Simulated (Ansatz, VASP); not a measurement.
# One calculation of SnO2, two programs

```xyz
12
Lattice="3.5927 -3.5927 0.0000 3.5927 3.5927 0.0000 0.0000 0.0000 5.5318" Properties=species:S:1:pos:R:3 pbc="T T T"
Sn    1.7964    1.7964    2.7659
Sn    1.7964   -1.7964    2.7659
Sn    3.5927    0.0000    0.0000
Sn    0.0000    0.0000    0.0000
O     3.5927    1.7964    3.7442
O     3.5927   -1.7964    3.7442
O     1.7964    0.0000    4.5535
O     5.3891    0.0000    4.5535
O     1.7964    0.0000    1.7876
O     5.3891    0.0000    1.7876
O     3.5927   -1.7964    0.9783
O     3.5927    1.7964    0.9783
```

Alike in both runs: functional PBE; k mesh 6 × 6 × 6; occupations gaussian, width 0.02 eV; no spin polarisation.

Ansatz relaxed the structure, and its values are those at the end. VASP's run is a single point on that final structure, the one shown.

```csv
,VASP,Ansatz
version,VASP 6.6.1,Ansatz 0.2.0
potentials or method,"VASP PAW PBE potentials, release 64 (Sn_d, O), cutoff 520 eV","scalar-relativistic, plane waves, PAW"
valence electrons in the cell,104,104
```

VASP gave:

- gap on the k mesh at the Fermi level (eV): 0.77
- least direct gap on the mesh (eV): 0.77
- pressure (GPa): 0.5
- rms of the force components (eV/Å): 0.021

Question: Which values does Ansatz return?

Answer: gap on the k mesh at the Fermi level (eV): 0.79; least direct gap on the mesh (eV): 0.79; pressure (GPa): 0.0; rms of the force components (eV/Å): 0.001.
